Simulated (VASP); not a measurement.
Ge, 2 atoms in the cell. It takes space group P6_3/mmc (No. 194, hexagonal). The conventional cell has a = 2.985 Å, b = 2.985 Å, c = 4.747 Å, α = 90.00°, β = 90.00°, γ = 120.00°. Ge (site symmetry -6m2) has 12 Ge at 2.93 to 2.98 Å within 3.9 Å. This isn't the form of Ge at room conditions, which is diamond.

| Item | Value |
| --- | --- |
| Program | VASP 6.6.1 |
| Task | single point |
| Functional | PBEsol |
| Potentials or basis | VASP PAW PBE potentials, release 64 (Ge_d) |
| Cutoff | 520 eV |
| k mesh | 12 × 12 × 6 |
| Occupations | gaussian, width 0.1 eV |
| Spin | no spin polarisation |
| Dipole correction | no |
| Further INCAR settings | ALGO = Fast; EDIFF = 1e-06; NBANDS = 21 |

Potentials or basis: VASP PAW PBE potentials, release 64 (Ge_d).

The run is started by

```console
$ cat potpaw_PBE.64/Ge_d/POTCAR > POTCAR
$ mpirun -np 1 vasp_std > vasp.out
```

Hardware: 1 thread of Intel Xeon 8259CL, on a shared host.

Estimate the wall time of this run.

Wall time 45 s on 1 thread of Intel Xeon 8259CL, with other jobs on the host, peak memory 0.18 GiB. Counts: scf iterations 12, k points 76.
